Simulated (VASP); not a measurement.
Runs of VASP 6.6.1 on TiB6. The structure is that of space group F-43m (No. 216), or close to it. The cells are those of the table. 

| task | spin | cell | k mesh | cutoff (eV) | gap on the mesh (eV) | pressure (GPa) | relaxed volume (Å³/atom) | largest force (eV/Å) |
| --- | --- | --- | --- | --- | --- | --- | --- | --- |
| relaxation of cell and atoms | off | relaxed from a = 4.480 Å, angles 60.0°, 7 atoms | 6 × 6 × 6 | 600 | none | 0.0 | (a) | 0.01 |
| single point | collinear, ferromagnetic start | a = 4.350 Å, angles 60.0°, 7 atoms | 6 × 6 × 6 | 520 | none | -0.1 | - | 0.01 |
| relaxation of cell and atoms | off | relaxed from a = 4.350 Å, angles 60.0°, 7 atoms | 10 × 10 × 10 | 600 | none | 0.1 | 8.67 | - |
| single point | off | a = 4.350 Å, angles 60.0°, 7 atoms | 6 × 6 × 6 | 520 | none | -0.1 | - | 0.01 |
| single point | off | a = 4.418 Å, angles 60.0°, 7 atoms | 10 × 10 × 10 | 520 | none | 0.0 | - | 0.01 |
| single point | off | a = 4.480 Å, angles 60.0°, 7 atoms | 6 × 6 × 6 | 520 | none | 164.0 | - | 35.96 |

Alike in all rows: level PBE; potentials or basis VASP PAW PBE potentials, release 64 (Ti_sv, B); smearing gaussian 0.1 eV.

Estimate the missing entries.

(a) 8.32.

Caveats: forces of over 1 eV/Å act on the atoms, so gaps and moduli don't describe the material at rest (some runs).

A gap of «none» marks levels without a gap at the run's occupations.
